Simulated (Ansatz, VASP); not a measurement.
**GaAs in VASP and in Ansatz**

```
Ga As
1.0
    -5.60338   -5.60338    5.60338
     5.60338   -5.60338   -5.60338
     5.60338    5.60338    5.60338
Ga As
16 16
Direct
  0.25000 0.75000 0.00000
  0.00000 0.75000 0.25000
  0.50000 0.50000 0.00000
  0.25000 0.50000 0.25000
  0.00000 0.50000 0.50000
  0.75000 0.75000 0.50000
  0.50000 0.75000 0.75000
  0.00000 0.00000 0.00000
  0.75000 0.25000 0.00000
  0.50000 0.25000 0.25000
  0.25000 0.25000 0.50000
  0.00000 0.25000 0.75000
  0.75000 0.50000 0.75000
  0.75000 0.00000 0.25000
  0.50000 0.00000 0.50000
  0.25000 0.00000 0.75000
  0.25000 0.75000 0.75000
  0.00000 0.75000 0.00000
  0.50000 0.50000 0.75000
  0.25000 0.50000 0.00000
  0.00000 0.50000 0.25000
  0.75000 0.75000 0.25000
  0.50000 0.75000 0.50000
  0.00000 0.00000 0.75000
  0.75000 0.25000 0.75000
  0.50000 0.25000 0.00000
  0.25000 0.25000 0.25000
  0.00000 0.25000 0.50000
  0.75000 0.50000 0.50000
  0.75000 0.00000 0.00000
  0.50000 0.00000 0.25000
  0.25000 0.00000 0.50000
```

Alike in both runs: task single point; functional LDA; k mesh 3 × 3 × 3; occupations gaussian, width 0.02 eV; no spin polarisation.

|  | VASP | Ansatz |
| --- | --- | --- |
| version | VASP 6.6.1 | Ansatz 0.2.0 |
| potentials or method | VASP PAW LDA potentials, release 64 (Ga_d, As), cutoff 520 eV | scalar-relativistic, plane waves, PAW |
| valence electrons in the cell | 288 | 448 |

```tsv
	VASP	Ansatz	Ansatz less VASP
gap on the k mesh at the Fermi level (eV)	0.53	0.49	-0.049
least direct gap on the mesh (eV)	0.53	0.49	-0.049
pressure (GPa)	0.2	0.0	-0.20
```

LDA's correlation is that of Perdew and Zunger in VASP and of Perdew and Wang (1992) in Ansatz. VASP's potentials hold 288 valence electrons a cell and Ansatz's 448, so a difference there can come from the potentials and not from the codes.
